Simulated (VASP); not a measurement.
# C16O31 (a cell with a defect): single point with PBE

Crystal: C16O31 (a cell with a defect).

```
C O
1.0
    -5.06931    5.06931    7.23203
     5.06931   -5.06931    7.23203
     5.06931    5.06931   -7.23203
C O
16 31
Direct
  0.37714 0.86853 0.49927
  0.87419 0.37495 0.49979
  0.88310 0.88187 0.01042
  0.37240 0.37151 0.98928
  0.62491 0.12556 0.49962
  0.13142 0.62273 0.50031
  0.11823 0.11671 0.98881
  0.62870 0.62741 0.01080
  0.46976 0.52924 0.49958
  0.00188 0.99812 0.49962
  0.00000 0.49832 0.99834
  0.50169 0.99935 0.00088
  0.25617 0.25140 0.49985
  0.74882 0.74387 0.49994
  0.75085 0.24893 0.99969
  0.25053 0.74937 0.99978
  0.92042 0.07991 0.49968
  0.91928 0.58083 0.00031
  0.41947 0.08035 0.99909
  0.83226 0.66414 0.49973
  0.33589 0.16796 0.49992
  0.33193 0.66759 0.99959
  0.83270 0.16759 0.99974
  0.54322 0.54132 0.84790
  0.04067 0.03983 0.82573
  0.05113 0.54169 0.33709
  0.54381 0.04469 0.33640
  0.45885 0.45736 0.15214
  0.96003 0.95960 0.17352
  0.95502 0.45644 0.66300
  0.45839 0.94863 0.66248
  0.17622 0.33465 0.49976
  0.66557 0.82382 0.50012
  0.66898 0.33027 0.99961
  0.16912 0.83117 0.99998
  0.54983 0.45121 0.49994
  0.08331 0.91636 0.49955
  0.08072 0.41583 0.99641
  0.58391 0.91834 0.00269
  0.80653 0.80421 0.84752
  0.28614 0.28559 0.82623
  0.29584 0.78831 0.33607
  0.79305 0.29341 0.33657
  0.19568 0.19324 0.15170
  0.71424 0.71336 0.17390
  0.70605 0.20674 0.66283
  0.21181 0.70383 0.66352
```

```
Program             : VASP 6.6.1
Task                : single point
Functional          : PBE
Potentials or basis : VASP PAW PBE potentials, release 64 (C, O)
Cutoff              : 520 eV
k mesh              : 2 × 2 × 3
Occupations         : fermi-dirac, width 0.01 eV
Spin                : no spin polarisation
```

* Largest force: 0.965 eV/Å

Forces on the atoms (eV/Å):
```
C   -0.002  0.001  0.009
C   -0.006  0.004  0.007
C    0.007  0.003 -0.012
C   -0.001 -0.001 -0.010
C   -0.007  0.001 -0.008
C   -0.001  0.000 -0.009
C   -0.005 -0.009  0.009
C    0.010  0.006  0.012
C    0.680 -0.681 -0.007
C   -0.001 -0.001  0.002
C    0.006 -0.003  0.000
C    0.000  0.002  0.000
C   -0.002 -0.001  0.008
C    0.004 -0.006 -0.007
C    0.005 -0.004 -0.001
C    0.007 -0.006 -0.001
O    0.449 -0.450  0.000
O    0.457 -0.448 -0.001
O    0.445 -0.458  0.002
O   -0.450  0.449  0.014
O   -0.450  0.451 -0.017
O   -0.451  0.452  0.000
O   -0.452  0.453  0.001
O   -0.453 -0.447 -0.039
O   -0.440 -0.442  0.025
O   -0.449 -0.446  0.007
O   -0.448 -0.450  0.008
O    0.446  0.448  0.040
O    0.443  0.439 -0.025
O    0.455  0.449 -0.007
O    0.450  0.454 -0.008
O    0.453 -0.452  0.013
O    0.447 -0.446 -0.012
O    0.455 -0.453 -0.001
O    0.453 -0.453  0.000
O   -0.681  0.683  0.005
O   -0.456  0.455  0.001
O   -0.457  0.447  0.002
O   -0.445  0.457 -0.001
O   -0.451 -0.444  0.039
O   -0.444 -0.446 -0.028
O   -0.451 -0.451  0.006
O   -0.449 -0.445  0.000
O    0.445  0.452 -0.036
O    0.440  0.437  0.025
O    0.447  0.453  0.000
O    0.446  0.446 -0.006
```

Levels at points of the mesh, in eV from the Fermi level:
```
           k point  band 121  band 122  band 123  band 124  band 125  band 126  band 127  band 128
(0.00, 0.00, 0.00)     -0.11     -0.09     -0.08     -0.02      0.10      6.89      6.93      7.01
(0.50, 0.00, 0.00)     -0.11     -0.09     -0.03      0.00      0.03      6.87      6.99      7.58
(0.00, 0.50, 0.00)     -0.11     -0.09     -0.03      0.00      0.03      6.87      6.99      7.58
(0.50, 0.50, 0.00)     -0.03     -0.03     -0.03     -0.02     -0.02      6.89      7.01      7.63
```

Run time: 67 min on 1 thread of Intel(R) Xeon(R) 6975P-C (Granite Rapids), on a shared host, peak memory 1.2 GiB.

Caveat: the k points lie up to 0.38 Å⁻¹ apart; the cell carries a net charge on a neutralising background, which shifts energy and pressure; the cell is charged against a uniform background, so pressure and absolute levels hang on convention.
